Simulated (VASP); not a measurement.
AlN:

```
Al N
1.0
     0.07848    2.17596    2.17596
     2.17596    0.07848    2.17596
     2.17596    2.17596    0.07848
Al N
1 1
Direct
  0.00267 0.00267 0.00267
  0.24733 0.24733 0.24733
```

This cell differs from its parent crystal: epitaxial 111 strain -4.0%.

Base run:

| Quantity | Value |
| --- | --- |
| Program | VASP 6.6.1 |
| Functional | r2SCAN |
| Potentials or basis | VASP PAW PBE potentials, release 64 (Al, N) |
| Cutoff | 520 eV |
| k mesh | 10 × 10 × 10 |
| Occupations | gaussian, width 0.01 eV |
| Spin | no spin polarisation |

Its results: band gap on the k mesh 3.73 eV, indirect (least direct gap 5.21 eV); pressure 15.9 GPa; largest force 0.008 eV/Å.

Task: The run is repeated on the same cell with these changes: functional from r2SCAN to PBE; occupations from gaussian, width 0.01 eV to fermi-dirac, width 0.02 eV. What comes out?

Result: Band gap on the k mesh 3.10 eV, indirect (least direct gap 4.49 eV); pressure 20.6 GPa; largest force 0.056 eV/Å.

Caveats: the PAW data sets were made with another functional, which shifts forces and pressure a little (some runs).

A k mesh can miss the band edges.
